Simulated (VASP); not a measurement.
A run of VASP 6.6.1 is set up as follows.

File INCAR:

```
PREC = Accurate
ENCUT = 520
EDIFF = 1E-6
ISMEAR = 0
SIGMA = 0.1
LREAL = Auto
LASPH = T
NELM = 60
ALGO = Normal
ISIF = 2
LWAVE = F
LCHARG = F
GGA = PE
NBANDS = 117
```

Contents of KPOINTS:

```
regular mesh
0
Gamma
  3 3 3
```

Contents of POSCAR:

```
TiW14
1.0
    6.3200000000      0.0000000000      0.0000000000
    0.0000000000      6.3200000000      0.0000000000
    0.0000000000      0.0000000000      6.3200000000
Ti W
1 14
Direct
    0.0103470809      0.0075496599      0.0086906850
    0.5014120368      0.0003567047      0.0016202073
    0.0033852695      0.4985489938      0.0016264459
    0.0034043031      0.0003580620      0.4997243187
    0.4973637116      0.4944006243      0.0054430405
    0.4973017991      0.0043094907      0.4956228817
    0.7491198827      0.2515737287      0.2527189684
    0.0071530594      0.4943660552      0.4955580588
    0.2544168244      0.7462727074      0.2527105944
    0.2544348272      0.2515705244      0.7474830462
    0.5018721712      0.4990407206      0.5001663106
    0.7533347790      0.7504148270      0.2503067656
    0.7533300957      0.2491276470      0.7515806513
    0.2520191534      0.7503963971      0.7515894198
    0.7508308059      0.7479450573      0.7491193059
```

Potentials or basis: VASP PAW PBE potentials, release 64 (Ti_sv, W_sv).

Run with:

```bash
$ cat potpaw_PBE.64/Ti_sv/POTCAR potpaw_PBE.64/W_sv/POTCAR > POTCAR
$ mpirun -np 1 vasp_std > vasp.out
```

Question: Estimate the band gap on the k mesh.

Answer: Zero (band 104 reaches 10.38 eV, above the bottom of band 105 at 9.47 eV).

Question: Predict the pressure.

Answer: -0.1 GPa.

Stress tensor (GPa, compression positive):
```
-0.07 -0.37 -0.37
-0.37 -0.06 -0.36
-0.37 -0.36 -0.07
```

Caveat: spin-orbit coupling is left out, which moves the levels of the heavy elements.
